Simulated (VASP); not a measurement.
Runs of VASP 6.6.1 on Al. The structure is that of space group Fm-3m (No. 225), or close to it. The cells are those of the table. 

```csv
cell,gap on the mesh (eV),pressure (GPa)
"a = 2.805 Å, angles 60.0°, 1 atom",none,5.1
"a = 2.835 Å, angles 60.0°, 1 atom",none,(b)
"a = 2.892 Å, angles 60.0°, 1 atom",none,-2.5
"a = 2.920 Å, angles 60.0°, 1 atom",none,-4.4
"a = 2.864 Å, angles 60.0°, 1 atom",none,(a)
```

Alike in all rows: task single point; level PBE; potentials or basis VASP PAW PBE potentials, release 64 (Al); no spin polarisation; k mesh 12 × 12 × 12; cutoff (eV) 520; smearing fermi-dirac 0.05 eV.

Q: Estimate the missing entries.

A: (a) -0.4; (b) 2.2.

A gap of «none» marks levels without a gap at the run's occupations.
